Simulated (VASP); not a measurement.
# MgB2 (P2) in VASP: single point with PBEsol

Aim: the single point of MgB2 with PBEsol.

Everything below comes from runs of VASP 6.6.1. Logs are shortened: lines on timing, memory, paths and dates and some standing lists are left out, and cuts for length are marked.

### 1 The cell of the first run

The typed cell holds 3 atoms: a = 3.148 Å, b = 2.989 Å, c = 3.617 Å, α = 90.00°, β = 90.00°, γ = 114.80°.

### 2 Single point, PBEsol (strained and its atoms moved)

The input, INCAR:

```
ALGO     = Normal         # electronic algorithm
EDIFF    = 1E-7           # SCF threshold, eV
ENCUT    = 520            # plane-wave cutoff, eV
GGA      = PS             # functional
ISIF     = 2              # what is computed and relaxed
ISMEAR   = 0              # smearing method
LASPH    = True           # aspherical terms in the spheres
LCHARG   = False          # write CHGCAR
LREAL    = False          # projectors in reciprocal space
LWAVE    = False          # write WAVECAR
NBANDS   = 11             # bands
NELM     = 80             # most SCF steps
PREC     = Accurate       # precision mode
SIGMA    = 0.1            # smearing width, eV
```

The input, KPOINTS:

```
k-points
0
Gamma
  12 14 10
```

The input, POSCAR:

```
MgB2
1.0
    3.1429678688      0.1851000424      0.0000000000
   -1.4111825955      2.6351909953      0.0000000000
    0.0000000000      0.0000000000      3.6170641000
Mg B
1 2
Direct
    0.0000000000      0.0000000000      0.0003319601
    0.4014247924      0.6924203972      0.4998340200
    0.5985752076      0.3075796028      0.4998340200
```

Potentials or basis: VASP PAW PBE potentials, release 64 (Mg, B).

Run with:

```sh
$ cat potpaw_PBE.64/Mg/POTCAR potpaw_PBE.64/B/POTCAR > POTCAR
$ mpirun -np 1 vasp_std > vasp.out
```

OUTCAR:

```text
EDIFF = 1E-7
   ENCUT = 520
   GGA = PS
   ISIF = 2
   ISMEAR = 0
   LASPH = True
   LREAL = False
   NELM = 80
   PREC = Accurate

 ion  position               nearest neighbor table
   1  0.000  0.000  0.000-   3 2.49   2 2.49   3 2.49   2 2.49   2 2.58   3 2.58   2 2.59   3 2.59
                             2 2.64   3 2.64   2 2.64   3 2.64
   2  0.401  0.692  0.500-   3 1.52   3 1.68   1 2.49   1 2.49   1 2.58   1 2.59   1 2.64   1 2.64

   3  0.599  0.308  0.500-   2 1.52   2 1.68   1 2.49   1 2.49   1 2.58   1 2.59   1 2.64   1 2.64

  Warning from LATTYP: Monoclinic adjustment (A1->A3, A2->A1, A3->A2)!
  LATTYP: Found a simple monoclinic cell.
 ALAT       =     2.9892587542
 B/A-ratio  =     1.2100204089
 C/A-ratio  =     1.0532422899
 COS(beta)  =    -0.4194400204

  Lattice vectors:

 A1 = (  -1.4111825955,   2.6351909953,   0.0000000000)
 A2 = (   0.0000000000,   0.0000000000,   3.6170641000)
 A3 = (   3.1429678688,   0.1851000424,   0.0000000000)

Analysis of symmetry for initial positions (statically):
=====================================================================
 Subroutine PRICEL returns:
 Original cell was already a primitive cell.

 Routine SETGRP: Setting up the symmetry group for a
 simple monoclinic supercell.

 Subroutine GETGRP returns: Found  2 space group operations
 (whereof  2 operations were pure point group operations)
 out of a pool of  4 trial point group operations.

The static configuration has the point symmetry C_2 .

Analysis of symmetry for dynamics (positions and initial velocities):
=====================================================================
 Subroutine PRICEL returns:
 Original cell was already a primitive cell.

 Routine SETGRP: Setting up the symmetry group for a
 simple monoclinic supercell.

 Subroutine GETGRP returns: Found  2 space group operations
 (whereof  2 operations were pure point group operations)
 out of a pool of  4 trial point group operations.

The dynamic configuration has the point symmetry C_2 .

 Subroutine INISYM returns: Found  2 space group operations
 (whereof  2 operations are pure point group operations),
 and found     1 'primitive' translations

----------------------------------------------------------------------------------------

                                     Primitive cell

  volume of cell :      30.9025

  direct lattice vectors                    reciprocal lattice vectors
     3.142967869  0.185100042  0.000000000     0.308442859  0.165175577  0.000000000
    -1.411182595  2.635190995  0.000000000    -0.021665521  0.367876938  0.000000000
     0.000000000  0.000000000  3.617064100     0.000000000  0.000000000  0.276467315

  length of vectors
     3.148413736  2.989258754  3.617064100     0.349885650  0.368514364  0.276467315

  position of ions in fractional coordinates (direct lattice)
     0.000000000  0.000000000  0.000331960
     0.401424792  0.692420397  0.499834020
     0.598575208  0.307579603  0.499834020

  ion indices of the primitive-cell ions
   primitive index   ion index
                 1           1
                 2           2
                 3           3

----------------------------------------------------------------------------------------

 KPOINTS: k-points

Automatic generation of k-mesh.
 Grid dimensions read from file:
 generate k-points for:   12   14   10

 Generating k-lattice:

  Cartesian coordinates                     Fractional coordinates (reciprocal lattice)
     0.025703572  0.013764631  0.000000000     0.083333333  0.000000000  0.000000000
    -0.001547537  0.026276924  0.000000000    -0.000000000  0.071428571  0.000000000
     0.000000000  0.000000000  0.027646732     0.000000000  0.000000000  0.100000000

  Length of vectors
     0.029157138  0.026322455  0.027646732

  Shift w.r.t. Gamma in fractional coordinates (k-lattice)
     0.000000000  0.000000000  0.000000000

 Subroutine IBZKPT returns following result:
 ===========================================

 Found    516 irreducible k-points:

 Following reciprocal coordinates:
            Coordinates               Weight
  0.000000  0.000000  0.000000      1.000000
  0.083333  0.000000  0.000000      2.000000
  0.166667  0.000000  0.000000      2.000000
  0.250000  0.000000  0.000000      2.000000
  0.333333  0.000000  0.000000      2.000000
  0.416667  0.000000  0.000000      2.000000
[... 16 lines left out ...]
  0.250000  0.142857  0.000000      2.000000
  0.333333  0.142857  0.000000      2.000000
 [... further k-points ...]
   k-points           NKPTS =    516   k-points in BZ     NKDIM =    516   number of bands    NBANDS=     11
   number of dos      NEDOS =    301   number of ions     NIONS =      3
   total plane-waves  NPLWV =  16128
   dimension x,y,z NGX =    24 NGY =   24 NGZ =   28
   dimension x,y,z NGXF=    48 NGYF=   48 NGZF=   56
   ions per type =               1   2
   NGX,Y,Z   is equivalent  to a cutoff of  12.67, 13.35, 12.87 a.u.
   NGXF,Y,Z  is equivalent  to a cutoff of  25.35, 26.69, 25.74 a.u.
 SYSTEM =  unknown system
   PREC   = accura    normal or accurate (medium, high low for compatibility)
   ISTART =      0    job   : 0-new  1-cont  2-samecut
   ICHARG =      2    charge: 1-file 2-atom 10-const
   ISPIN  =      1    spin polarized calculation?
   LNONCOLLINEAR =      F non collinear calculations
   LSORBIT =      F    spin-orbit coupling
   LASPH  =      T    aspherical Exc in radial PAW
   ENCUT  =  520.0 eV  38.22 Ry    6.18 a.u.   5.85  5.56  6.73*2*pi/ulx,y,z
   NELM   =     80;   NELMIN=  2; NELMDL= -5     # of ELM steps
   EDIFF  = 0.1E-06   stopping-criterion for ELM
   LREAL  =      F    real-space projection
   EDIFFG = 0.1E-05   stopping-criterion for IOM
   NSW    =      0    number of steps for IOM
   IBRION =     -1    ionic relax: 0-MD 1-quasi-New 2-CG
   NFREE  =      0    steps in history (QN), initial steepest desc. (CG)
   ISIF   =      2    stress and relaxation
   ISYM   =      2    0-nonsym 1-usesym 2-fastsym
   POTIM  = 0.5000    time-step for ionic-motion
   TEBEG  =    0.0;   TEEND  =   0.0 temperature during run
   PSTRESS=    0.0 pullay stress
   NELECT =       8.0000    total number of electrons
   NUPDOWN=      -1.0000    fix difference up-down
   EMIN   =  10.00;   EMAX   =-10.00  energy-range for DOS
   EFERMI =   0.00;   METHOD = LEGACY
   ISMEAR =     0;   SIGMA  =   0.10  broadening in eV -4-tet -1-fermi 0-gaus
   EFERMI_NEDOS =   21; number of points for ismear=-14 and -15
   IALGO  =     38    algorithm
   IMIX   =      4    mixing-type and parameters
     AMIX     =   0.40;   BMIX     =  1.00
     AMIX_MAG =   1.60;   BMIX_MAG =  1.00
  volume/ion in A,a.u.               =      10.30        69.51
  Fermi-wavevector in a.u.,A,eV,Ry     =   1.043375  1.971692 14.811721  1.088631
  Thomas-Fermi vector in A             =   2.178081
   LORBIT       =      0    0 simple, 1 ext, 2 COOP (PROOUT), +10 PAW based schemes
   GGA     = PS    functional components
   LHFCALC =     F    Hartree Fock is set to
   AEXX    =    0.0000 exact exchange contribution
   IVDW    =     0    specifies the selected vdW correction
   LEPSILON=     F    determine dielectric tensor
   LRPA    =     F    only Hartree local field effects (RPA)
 non-spin polarized calculation
 Gauss-broadening in eV      SIGMA  =   0.10
  energy-cutoff  :      520.00
  volume of cell :       30.90
 maximum number of plane-waves:       852
   NGX = 11   NGY = 11   NGZ = 13

 number of electron       8.0000000 magnetization

 Free energy of the ion-electron system (eV)
  ---------------------------------------------------
  ext. energy  EPLUGINS =         0.00000000
  ---------------------------------------------------
  free energy    TOTEN  =       -15.55532044 eV

  energy without entropy =      -15.55293464  energy(sigma->0) =      -15.55412754

 E-fermi :   5.0220     XC(G=0): -10.6986

 val. band max:        5.0109351807   @ k =   0.5000   0.5000   0.2000
 cond. band min:       5.0275533474   @ k =  -0.4167   0.4286   0.0000
 fundamental gap:      0.0166181667
 Fermi energy:         5.0219971839

 k-point     1 :       0.0000    0.0000    0.0000
  band No.  band energies     occupation
      1      -7.3478      2.00000
      2       1.6750      2.00000
      3       3.1134      2.00000
      4       5.8224      0.00000
      5       6.8888      0.00000
      6       7.7764      0.00000
      7      12.5466      0.00000
      8      14.9993      0.00000
      9      15.3146      0.00000
     10      16.3214      0.00000
     11      19.6767      0.00000

 k-point     2 :       0.0833    0.0000    0.0000
  band No.  band energies     occupation
      1      -7.2441      2.00000
      2       1.7612      2.00000
      3       3.0328      2.00000
      4       5.1233      0.15177
      5       6.1290      0.00000
      6       9.1839      0.00000
      7      12.6601      0.00000
      8      14.6546      0.00000
      9      15.2658      0.00000
     10      16.6797      0.00000
     11      18.8844      0.00000

 k-point     3 :       0.1667    0.0000    0.0000
  band No.  band energies     occupation
      1      -6.9354      2.00000
      2       2.0126      2.00000
      3       2.7912      2.00000
      4       3.2973      2.00000
      5       6.3863      0.00000
      6      10.3384      0.00000
      7      13.1639      0.00000
      8      13.6443      0.00000
      9      15.6397      0.00000
     10      16.3038      0.00000
     11      17.6468      0.00000
[... 267 lines left out ...]
 k-point    23 :       0.2500    0.1429    0.0000
  band No.  band energies     occupation
      1      -5.6699      2.00000
      2       0.3867      2.00000
      3       1.2815      2.00000
      4       3.0598      2.00000
      5       7.6227      0.00000
      6      10.9627      0.00000
      7      11.1286      0.00000
      8      13.2760      0.00000
      9      14.6661      0.00000
     10      15.6071      0.00000
     11      17.6287      0.00000

 k-point    24 :       0.3333    0.1429    0.0000
  band No.  band energies     occupation
      1      -4.9234      2.00000
      2      -0.9965      2.00000
      3       1.0902      2.00000
      4       3.5213      2.00000
      5       8.4240      0.00000
      6      10.0019      0.00000
      7      10.9149      0.00000
      8      12.5785      0.00000
      9      14.2515      0.00000
     10      15.9663      0.00000
     11      17.6397      0.00000

 [... further k-points ...]
[... 5 lines left out ...]
  --------------------------------------------------------------------------------------
  -------------------------------------------------------------------------------------
  Total        2.0720008      0.8930728     -1.5881006     -3.9659654      0.0000000      0.0000000
  in kB      107.4253827     46.3024385    -82.3369966   -205.6202692      0.0000000      0.0000000
  external PRESSURE =      23.7969415 kB  Pullay stress =       0.0000000 kB

 VOLUME and BASIS-vectors are now :
 -----------------------------------------------------------------------------
  energy-cutoff  :      520.00
  volume of cell :       30.90
      direct lattice vectors                 reciprocal lattice vectors
     3.142967869  0.185100042  0.000000000     0.308442859  0.165175577  0.000000000
    -1.411182595  2.635190995  0.000000000    -0.021665521  0.367876938  0.000000000
     0.000000000  0.000000000  3.617064100     0.000000000  0.000000000  0.276467315

 POSITION                                       TOTAL-FORCE (eV/Angst)
 -----------------------------------------------------------------------------------
      0.00000      0.00000      0.00120         0.000000      0.000000     -0.009426
      0.28453      1.89896      1.80793        -2.851133      1.419576      0.004713
      1.44725      0.92133      1.80793         2.851133     -1.419576      0.004713
 -----------------------------------------------------------------------------------
    total drift:                                0.000000      0.000000      0.000003

  FREE ENERGIE OF THE ION-ELECTRON SYSTEM (eV)
  ---------------------------------------------------
  free  energy   TOTEN  =       -15.5553204449 eV

  energy  without entropy=      -15.5529346356  energy(sigma->0) =      -15.55412754
```

It took 92 s on 1 thread of Intel Xeon Platinum 8488C (Sapphire Rapids), shared host; peak memory 0.3 GiB.

Results:

```yaml
Free_energy: -15.5553 eV
Pressure: 2.4 GPa
Largest_force: 3.185 eV/Å
Band_gap_on_the_k_mesh: zero (band 4 reaches 7.18 eV, above the bottom of band 5 at 3.09 eV)
```

Forces in eV/Å, atoms in the order of the input:
```
Mg   0.000  0.000 -0.009
B   -2.851  1.420  0.005
B    2.851 -1.420  0.005
```

Levels at points of the mesh, in eV from the Fermi level:
```csv
k point,band 1,band 2,band 3,band 4,band 5,band 6,band 7,band 8,band 9
"(0.00, 0.00, 0.00)",-12.37,-3.35,-1.91,0.80,1.87,2.75,7.52,9.98,10.29
"(0.50, 0.00, 0.00)",-9.56,-7.23,-2.87,-1.54,4.20,4.23,4.50,6.81,11.22
"(0.00, 0.50, 0.00)",-8.69,-8.27,-1.58,0.16,2.04,2.76,4.81,5.80,11.80
"(0.50, 0.50, 0.00)",-8.33,-7.98,-2.50,1.00,1.63,1.87,5.19,5.79,11.41
"(0.00, 0.00, 0.50)",-11.23,-7.50,-1.70,2.16,3.09,7.84,7.99,8.57,11.10
"(0.50, 0.00, 0.50)",-8.71,-6.26,-4.72,-2.68,-0.84,6.53,8.33,9.75,11.05
"(0.00, 0.50, 0.50)",-7.90,-7.48,-3.45,-1.89,-1.04,3.85,7.80,8.62,11.83
"(0.50, 0.50, 0.50)",-7.63,-7.14,-2.80,-2.01,-1.88,2.99,6.58,7.55,12.35
```

Caveat: the cell differs from its parent crystal (strained and its atoms moved); the PAW data sets were made with another functional, which shifts forces and pressure a little.
